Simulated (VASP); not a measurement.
# C (R-3m) in VASP: a series of runs

C is run at these levels: LDA; tasks: single point, relaxation of volume and atoms at fixed shape.

Everything below comes from runs of VASP 6.6.1. Logs are shortened: lines on timing, memory, paths and dates and some standing lists are left out, and cuts for length are marked.

### Step 1. The cell of the first run

Symmetry: R-3m, No. 166, trigonal system. The conventional cell has a = 2.445 Å, b = 2.445 Å, c = 9.995 Å, α = 90.00°, β = 90.00°, γ = 120.00°. Within 1.9 Å of C (site symmetry 3m) lie 3 C at 1.41 Å.

### Step 2. Single point, LDA

Input file INCAR:

```
ALGO     = Normal         # electronic algorithm
EDIFF    = 1E-6           # SCF threshold, eV
ENCUT    = 520            # plane-wave cutoff, eV
ISIF     = 2              # what is computed and relaxed
ISMEAR   = 0              # smearing method
LASPH    = True           # aspherical terms in the spheres
LCHARG   = False          # write CHGCAR
LREAL    = False          # projectors in reciprocal space
LWAVE    = False          # write WAVECAR
NBANDS   = 11             # bands
NELM     = 60             # most SCF steps
PREC     = Accurate       # precision mode
SIGMA    = 0.1            # smearing width, eV
```

Input file KPOINTS:

```
k-points
0
Gamma
  21 21 21
```

Input file POSCAR:

```
C
1.0
    3.6184947078      0.0000000000      0.0000000000
    2.7925211418      2.3011583220      0.0000000000
    2.7925211418      1.0023424393      2.0713858301
C
2
Direct
    0.8333939545      0.8333939545      0.8333939545
    0.1666060455      0.1666060455      0.1666060455
```

Potentials or basis: VASP PAW LDA potentials, release 64 (C).

The run is started by

```bash
$ cat potpaw_LDA.64/C/POTCAR > POTCAR
$ mpirun -np 1 vasp_std > vasp.out
```

OUTCAR:

```text
EDIFF = 1E-6
   ENCUT = 520
   ISIF = 2
   ISMEAR = 0
   LASPH = True
   LREAL = False
   NELM = 60
   PREC = Accurate

 ion  position               nearest neighbor table
   1  0.833  0.833  0.833-   2 1.41   2 1.41   2 1.41
   2  0.167  0.167  0.167-   1 1.41   1 1.41   1 1.41

  LATTYP: Found a trigonal (rhomboedric) cell.
 ALAT       =     3.6184947078
 COS(alpha) =     0.7717355882

  Lattice vectors:

 A1 = (   3.6184947078,   0.0000000000,   0.0000000000)
 A2 = (   2.7925211418,   2.3011583220,   0.0000000000)
 A3 = (   2.7925211418,   1.0023424393,   2.0713858301)

Analysis of symmetry for initial positions (statically):
=====================================================================
 Subroutine PRICEL returns:
 Original cell was already a primitive cell.

 Routine SETGRP: Setting up the symmetry group for a
 trigonal (rhombohedral) supercell.

 Subroutine GETGRP returns: Found 12 space group operations
 (whereof 12 operations were pure point group operations)
 out of a pool of 12 trial point group operations.

The static configuration has the point symmetry D_3d.

Analysis of symmetry for dynamics (positions and initial velocities):
=====================================================================
 Subroutine PRICEL returns:
 Original cell was already a primitive cell.

 Routine SETGRP: Setting up the symmetry group for a
 trigonal (rhombohedral) supercell.

 Subroutine GETGRP returns: Found 12 space group operations
 (whereof 12 operations were pure point group operations)
 out of a pool of 12 trial point group operations.

The dynamic configuration has the point symmetry D_3d.

 Subroutine INISYM returns: Found 12 space group operations
 (whereof 12 operations are pure point group operations),
 and found     1 'primitive' translations

----------------------------------------------------------------------------------------

                                     Primitive cell

  volume of cell :      17.2479

  direct lattice vectors                    reciprocal lattice vectors
     3.618494708  0.000000000  0.000000000     0.276358011 -0.335368315 -0.210285157
     2.792521142  2.301158322  0.000000000     0.000000000  0.434563754 -0.210285157
     2.792521142  1.002342439  2.071385830     0.000000000  0.000000000  0.482768582

  length of vectors
     3.618494708  3.618494708  3.618494708     0.482768582  0.482768582  0.482768582

  position of ions in fractional coordinates (direct lattice)
     0.833393954  0.833393954  0.833393954
     0.166606045  0.166606045  0.166606045

  ion indices of the primitive-cell ions
   primitive index   ion index
                 1           1
                 2           2

----------------------------------------------------------------------------------------

 KPOINTS: k-points

Automatic generation of k-mesh.
 Grid dimensions read from file:
 generate k-points for:   21   21   21

 Generating k-lattice:

  Cartesian coordinates                     Fractional coordinates (reciprocal lattice)
     0.013159905 -0.015969920 -0.010013579     0.047619048  0.000000000  0.000000000
     0.000000000  0.020693512 -0.010013579     0.000000000  0.047619048  0.000000000
     0.000000000  0.000000000  0.022988980     0.000000000  0.000000000  0.047619048

  Length of vectors
     0.022988980  0.022988980  0.022988980

  Shift w.r.t. Gamma in fractional coordinates (k-lattice)
     0.000000000  0.000000000  0.000000000

 Subroutine IBZKPT returns following result:
 ===========================================

 Found    891 irreducible k-points:

 Following reciprocal coordinates:
            Coordinates               Weight
  0.000000  0.000000  0.000000      1.000000
  0.047619  0.000000  0.000000      6.000000
  0.095238  0.000000  0.000000      6.000000
  0.142857  0.000000  0.000000      6.000000
  0.190476  0.000000  0.000000      6.000000
  0.238095 -0.000000  0.000000      6.000000
[... 16 lines left out ...]
 -0.428571  0.047619 -0.000000     12.000000
 -0.380952  0.047619 -0.000000     12.000000
 [... further k-points ...]
   k-points           NKPTS =    891   k-points in BZ     NKDIM =    891   number of bands    NBANDS=     11
   number of dos      NEDOS =    301   number of ions     NIONS =      2
   total plane-waves  NPLWV =  21952
   dimension x,y,z NGX =    28 NGY =   28 NGZ =   28
   dimension x,y,z NGXF=    56 NGYF=   56 NGZF=   56
   ions per type =               2
   NGX,Y,Z   is equivalent  to a cutoff of  12.86, 12.86, 12.86 a.u.
   NGXF,Y,Z  is equivalent  to a cutoff of  25.73, 25.73, 25.73 a.u.
 SYSTEM =  unknown system
   PREC   = accura    normal or accurate (medium, high low for compatibility)
   ISTART =      0    job   : 0-new  1-cont  2-samecut
   ICHARG =      2    charge: 1-file 2-atom 10-const
   ISPIN  =      1    spin polarized calculation?
   LNONCOLLINEAR =      F non collinear calculations
   LSORBIT =      F    spin-orbit coupling
   LASPH  =      T    aspherical Exc in radial PAW
   ENCUT  =  520.0 eV  38.22 Ry    6.18 a.u.   6.73  6.73  6.73*2*pi/ulx,y,z
   NELM   =     60;   NELMIN=  2; NELMDL= -5     # of ELM steps
   EDIFF  = 0.1E-05   stopping-criterion for ELM
   LREAL  =      F    real-space projection
   EDIFFG = 0.1E-04   stopping-criterion for IOM
   NSW    =      0    number of steps for IOM
   IBRION =     -1    ionic relax: 0-MD 1-quasi-New 2-CG
   NFREE  =      0    steps in history (QN), initial steepest desc. (CG)
   ISIF   =      2    stress and relaxation
   ISYM   =      2    0-nonsym 1-usesym 2-fastsym
   POTIM  = 0.5000    time-step for ionic-motion
   TEBEG  =    0.0;   TEEND  =   0.0 temperature during run
   PSTRESS=    0.0 pullay stress
   NELECT =       8.0000    total number of electrons
   NUPDOWN=      -1.0000    fix difference up-down
   EMIN   =  10.00;   EMAX   =-10.00  energy-range for DOS
   EFERMI =   0.00;   METHOD = LEGACY
   ISMEAR =     0;   SIGMA  =   0.10  broadening in eV -4-tet -1-fermi 0-gaus
   EFERMI_NEDOS =   21; number of points for ismear=-14 and -15
   IALGO  =     38    algorithm
   IMIX   =      4    mixing-type and parameters
     AMIX     =   0.40;   BMIX     =  1.00
     AMIX_MAG =   1.60;   BMIX_MAG =  1.00
  volume/ion in A,a.u.               =       8.62        58.20
  Fermi-wavevector in a.u.,A,eV,Ry     =   1.267242  2.394741 21.849639  1.605903
  Thomas-Fermi vector in A             =   2.400401
   LORBIT       =      0    0 simple, 1 ext, 2 COOP (PROOUT), +10 PAW based schemes
   GGA     = CA    functional components
   LHFCALC =     F    Hartree Fock is set to
   AEXX    =    0.0000 exact exchange contribution
   IVDW    =     0    specifies the selected vdW correction
   LEPSILON=     F    determine dielectric tensor
   LRPA    =     F    only Hartree local field effects (RPA)
 non-spin polarized calculation
 Gauss-broadening in eV      SIGMA  =   0.10
  energy-cutoff  :      520.00
  volume of cell :       17.25
 maximum number of plane-waves:       477
   NGX = 13   NGY = 13   NGZ = 13

 number of electron       8.0000000 magnetization

 Free energy of the ion-electron system (eV)
  ---------------------------------------------------
  ext. energy  EPLUGINS =         0.00000000
  ---------------------------------------------------
  free energy    TOTEN  =       -20.22407631 eV

  energy without entropy =      -20.22407630  energy(sigma->0) =      -20.22407631

 E-fermi :   4.7727     XC(G=0): -10.8487

 val. band max:        4.4388325263   @ k =  -0.2381   0.3810   0.0476
 cond. band min:       5.1087712195   @ k =  -0.3333   0.3333  -0.0000
 fundamental gap:      0.6699386932
 Fermi energy:         4.7727094251

 k-point     1 :       0.0000    0.0000    0.0000
  band No.  band energies     occupation
      1     -14.8709      2.00000
      2      -1.8999      2.00000
      3       1.7878      2.00000
      4       1.7878      2.00000
      5       8.6153      0.00000
      6      13.2594      0.00000
      7      13.2594      0.00000
      8      16.3212      0.00000
      9      18.2883      0.00000
     10      27.5044      0.00000
     11      30.3316      0.00000

 k-point     2 :       0.0476    0.0000    0.0000
  band No.  band energies     occupation
      1     -14.8155      2.00000
      2      -1.8436      2.00000
      3       1.5718      2.00000
      4       1.6698      2.00000
      5       8.6943      0.00000
      6      13.2953      0.00000
      7      13.4961      0.00000
      8      16.1255      0.00000
      9      18.3724      0.00000
     10      27.6836      0.00000
     11      29.9123      0.00000

 k-point     3 :       0.0952    0.0000    0.0000
  band No.  band energies     occupation
      1     -14.6495      2.00000
      2      -1.6753      2.00000
      3       0.9634      2.00000
      4       1.3471      2.00000
      5       8.9312      0.00000
      6      13.3652      0.00000
      7      14.1727      0.00000
      8      15.5636      0.00000
      9      18.6358      0.00000
     10      28.1350      0.00000
     11      28.7141      0.00000

 k-point     4 :       0.1429    0.0000    0.0000
  band No.  band energies     occupation
      1     -14.3734      2.00000
      2      -1.3959      2.00000
      3       0.0562      2.00000
      4       0.8914      2.00000
      5       9.3252      0.00000
      6      13.3965      0.00000
      7      14.7076      0.00000
      8      15.2109      0.00000
      9      19.0857      0.00000
     10      27.0771      0.00000
     11      28.9603      0.00000

 k-point     5 :       0.1905    0.0000    0.0000
  band No.  band energies     occupation
      1     -13.9887      2.00000
      2      -1.0508      2.00000
      3      -1.0042      2.00000
      4       0.3782      2.00000
      5       9.8723      0.00000
      6      13.3185      0.00000
      7      13.6736      0.00000
      8      16.5226      0.00000
      9      19.6788      0.00000
     10      25.6401      0.00000
     11      28.2830      0.00000
[... 211 lines left out ...]
 k-point    21 :       0.4762    0.0476    0.0000
  band No.  band energies     occupation
      1     -10.0238      2.00000
      2      -7.7637      2.00000
      3      -1.7636      2.00000
      4       2.4558      2.00000
      5       7.1556      0.00000
      6      12.9812      0.00000
      7      15.6193      0.00000
      8      17.7470      0.00000
      9      22.2659      0.00000
     10      24.5232      0.00000
     11      25.9999      0.00000

 k-point    22 :      -0.4762    0.0476   -0.0000
  band No.  band energies     occupation
      1      -9.3442      2.00000
      2      -8.5219      2.00000
      3      -1.8182      2.00000
      4       2.7974      2.00000
      5       6.7373      0.00000
      6      12.9598      0.00000
      7      16.3097      0.00000
      8      17.0258      0.00000
      9      22.2240      0.00000
     10      24.8903      0.00000
     11      25.9745      0.00000

 k-point    23 :      -0.4286    0.0476   -0.0000
  band No.  band energies     occupation
      1     -10.0501      2.00000
      2      -7.7388      2.00000
      3      -1.7645      2.00000
      4       2.5781      2.00000
      5       7.0527      0.00000
      6      12.9757      0.00000
      7      15.1731      0.00000
      8      18.0481      0.00000
      9      22.3844      0.00000
     10      24.5520      0.00000
     11      25.9912      0.00000

 k-point    24 :      -0.3810    0.0476   -0.0000
  band No.  band energies     occupation
      1     -10.9549      2.00000
      2      -6.6034      2.00000
      3      -1.6039      2.00000
      4       1.9708      2.00000
      5       7.9240      0.00000
      6      13.0128      0.00000
      7      13.9883      0.00000
      8      19.0524      0.00000
      9      22.4748      0.00000
     10      23.8118      0.00000
     11      26.0053      0.00000

 [... further k-points ...]

------------------------ aborting loop because EDIFF is reached ----------------------------------------

  FORCE on cell =-STRESS in cart. coord.  units (eV):
  Direction    XX          YY          ZZ          XY          YZ          ZX
  --------------------------------------------------------------------------------------
  -------------------------------------------------------------------------------------
  Total        0.0042389      0.1209669      0.1314426     -0.0480944     -0.0108243     -0.0301565
  in kB        0.3937560     11.2367708     12.2098797     -4.4675568     -1.0054867     -2.8012810
  external PRESSURE =       7.9468022 kB  Pullay stress =       0.0000000 kB

 VOLUME and BASIS-vectors are now :
 -----------------------------------------------------------------------------
  energy-cutoff  :      520.00
  volume of cell :       17.25
      direct lattice vectors                 reciprocal lattice vectors
     3.618494708  0.000000000  0.000000000     0.276358011 -0.335368315 -0.210285157
     2.792521142  2.301158322  0.000000000     0.000000000  0.434563754 -0.210285157
     2.792521142  1.002342439  2.071385830     0.000000000  0.000000000  0.482768582

 POSITION                                       TOTAL-FORCE (eV/Angst)
 -----------------------------------------------------------------------------------
      7.67017      2.75312      1.72628         0.000155      0.000056      0.000035
      1.53336      0.55038      0.34511        -0.000155     -0.000056     -0.000035
 -----------------------------------------------------------------------------------
    total drift:                                0.000000      0.000000      0.000000

  FREE ENERGIE OF THE ION-ELECTRON SYSTEM (eV)
  ---------------------------------------------------
  free  energy   TOTEN  =       -20.2240763069 eV

  energy  without entropy=      -20.2240763036  energy(sigma->0) =      -20.22407631
```

Wall time 87 s (1 thread of Intel Xeon 6975P-C (Granite Rapids), shared host); peak memory 0.24 GiB.

Results:

```yaml
Free_energy: -20.2241 eV
Pressure: 0.8 GPa
```

(Part 1 of 2 ends here.)
